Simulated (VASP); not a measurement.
A run of VASP 6.6.1 is set up as follows.

INCAR

```
SYSTEM = HfSi20H8
  PREC = Accurate
  ENCUT = 520
  EDIFF = 1E-6
  ISMEAR = -1
  SIGMA = 0.02
  LREAL = Auto
  LASPH = .TRUE.
  NELM = 60
  ALGO = Normal
  ISIF = 2
  LWAVE = .FALSE.
  LCHARG = .TRUE.
  GGA = CA
  LELF = .TRUE.
  LVHAR = .TRUE.
  NBANDS = 69
```

Contents of KPOINTS:

```
Automatic mesh
0
G
  2 2 1
  0 0 0
```

File POSCAR:

```
HfSi20H8
1.0
    7.6791800000      0.0000000000      0.0000000000
    0.0000000000      7.6791800000      0.0000000000
    0.0000000000      0.0000000000     18.2555000000
H Si Hf
8 20 1
Direct
    0.4093920184      0.0000000000      0.0547780121
    0.0906079816      0.0000000000      0.0547780121
    0.9093920184      0.0000000000      0.0547780121
    0.5906079816      0.0000000000      0.0547780121
    0.4093920184      0.5000000000      0.0547780121
    0.0906079816      0.5000000000      0.0547780121
    0.9093920184      0.5000000000      0.0547780121
    0.5906079816      0.5000000000      0.0547780121
    0.2500000000      0.0000000000      0.1021883816
    0.7500000000      0.0000000000      0.1021883816
    0.2500000000      0.5000000000      0.1021883816
    0.7500000000      0.5000000000      0.1021883816
    0.2605580283      0.2510132592      0.1714792802
    0.7406514758      0.2500631578      0.1706461614
    0.2565730976      0.7504426254      0.1791036674
    0.7437330548      0.7482279358      0.1791949823
   -0.0002303631      0.2757592608      0.2317288488
    0.5014909144      0.2466487307      0.2482073348
    0.0001708516      0.7503570694      0.2499521788
    0.5002575796      0.7481362593      0.2604128619
   -0.0027380528      0.0383332595      0.3051513243
    0.5035072755      0.0119882592      0.3302137438
   -0.0017971971      0.4860435619      0.3230196379
    0.5113996547      0.4813204014      0.3286153762
    0.2319702104      0.0619973747      0.3934122319
    0.7676656883      0.0847431627      0.3960065186
    0.2485392972      0.3784133202      0.3790294980
    0.7622156272      0.4329092429      0.4030575991
    0.9754876172      0.8103879581      0.4017470351
```

Potentials or basis: VASP PAW LDA potentials, release 64 (H, Si, Hf_pv).

The run is started by

```console
$ cat potpaw_LDA.64/H/POTCAR potpaw_LDA.64/Si/POTCAR potpaw_LDA.64/Hf_pv/POTCAR > POTCAR
$ mpirun -np 1 vasp_std > vasp.out
```

Task: Predict the largest force.

Result: 0.494 eV/Å.

Forces on the atoms (eV/Å):
```
H   -0.435 -0.099 -0.056
H    0.453 -0.085  0.009
H   -0.462 -0.118 -0.017
H    0.437 -0.128 -0.066
H   -0.446  0.180 -0.093
H    0.454  0.063  0.035
H   -0.457  0.075  0.026
H    0.452  0.168 -0.110
Si   0.110 -0.239  0.180
Si  -0.069 -0.372  0.130
Si   0.345  0.327  0.066
Si  -0.371  0.262 -0.041
Si   0.001  0.010  0.002
Si   0.006  0.003 -0.008
Si   0.005  0.005  0.000
Si  -0.008  0.006 -0.004
Si  -0.020  0.005  0.002
Si   0.006 -0.012 -0.001
Si  -0.001  0.024  0.000
Si   0.000  0.002  0.000
Si   0.015  0.026 -0.005
Si   0.013  0.000  0.002
Si  -0.012  0.024 -0.019
Si   0.022  0.021 -0.009
Si   0.002 -0.032  0.005
Si  -0.009 -0.005  0.010
Si   0.019 -0.110 -0.100
Si   0.025  0.053  0.059
Hf  -0.076 -0.054  0.001
```

Caveat: the k points lie up to 0.41 Å⁻¹ apart.
